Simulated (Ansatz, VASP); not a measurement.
## BN: VASP beside Ansatz

```
B N
1.0
     2.54000    0.00000    0.00000
    -1.27000    2.19970    0.00000
     0.00000    0.00000    6.46604
B N
2 2
Direct
  0.33333 0.66667 0.25000
  0.66667 0.33333 0.75000
  0.33333 0.66667 0.75000
  0.66667 0.33333 0.25000
```

Change from the starting cell: z stretched by -2 %, ions relaxed.

Alike in both runs: task relaxation of the atoms; functional PBE; k mesh 13 × 13 × 5; occupations fermi-dirac, width 0.02 eV; no spin polarisation.

|  | VASP | Ansatz |
| --- | --- | --- |
| version | VASP 6.6.1 | Ansatz 0.2.0 |
| potentials or method | VASP PAW PBE potentials, release 64 (B, N) | plane-wave PAW, scalar-relativistic |
| plane-wave cutoff (eV) | 520 | 420 |
| valence electrons in the cell | 16 | 16 |

Ansatz gave:

| Property | Result |
| --- | --- |
| gap on the k mesh at the Fermi level, each at its own relaxed structure (eV) | 4.19 |

Task: Estimate VASP's values.

Result: gap on the k mesh at the Fermi level, each at its own relaxed structure (eV): 4.18.

Ansatz's warnings: stress scf threshold loose.

Noted on VASP's run: the relaxation stopped at its first step, so nothing moved.
